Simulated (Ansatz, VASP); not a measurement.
## Two plane-wave programs on SiC

INCAR

```
SYSTEM = SiC
  ALGO = Normal
  EDIFF = 1E-6
  ENCUT = 520
  GGA = PE
  ISIF = 2
  ISMEAR = 0
  LASPH = .True.
  LCHARG = .False.
  LREAL = .False.
  LWAVE = .False.
  NBANDS = 11
  NELM = 100
  PREC = Accurate
  SIGMA = 0.05
```

KPOINTS

```
k-points
0
Gamma
  12 12 12
  0 0 0
```

POSCAR

```
SiC
1.0
    0.0000000000      2.2134234056      2.2134234056
    2.2134234056      0.0000000000      2.2134234056
    2.1667939526      2.1667939526      0.0466294531
Si C
1 1
Direct
    0.0000000000      0.0000000000      0.0000000000
    0.7500000000      0.7500000000      0.7500000000
```

Input for Ansatz:

```yaml
crystal:
  lattice:
    - [0.0, 2.2134234056, 2.2134234056]
    - [2.2134234056, 0.0, 2.2134234056]
    - [2.1667939526, 2.1667939526, 0.0466294531]
  atoms:
    - { symbol: Si, position: [0.0, 0.0, 0.0] }
    - { symbol: C, position: [0.75, 0.75, 0.75] }
basis:
  ecutwfc: 520.0
kpoints:
  mp_grid: { grid: [12, 12, 12] }
hamiltonian:
  xc: pbe
scf:
  occupations: { method: gaussian, width: 0.05 }
output:
  forces: true
  stress: true
  eigenvalues: true
```

Alike in both runs: task single point; functional PBE; k mesh 12 × 12 × 12; occupations gaussian, width 0.05 eV; no spin polarisation.

```csv
,VASP,Ansatz
version,VASP 6.6.1,Ansatz 0.2.0
potentials or method,"VASP PAW PBE potentials, release 64 (Si, C), cutoff 520 eV","scalar-relativistic, plane waves, PAW"
valence electrons in the cell,8,8
```

|  | VASP | Ansatz | Ansatz less VASP |
| --- | --- | --- | --- |
| gap on the k mesh at the Fermi level (eV) | 1.25 | 1.25 | +0.004 |
| least direct gap on the mesh (eV) | 4.34 | 4.34 | +0.004 |
| pressure (GPa) | 0.3 | 0.3 | +0.04 |
| traceless stress, the component that is largest in VASP (GPa) | 5.79 | 5.77 | -0.019 |
| rms of the force components (eV/Å) | 0.192 | 0.193 | +0.0004 |

Atom by atom the forces differ by 0.000 eV/Å (rms over components). The functional is the same, so the differences come from potentials, cutoffs and numerics.
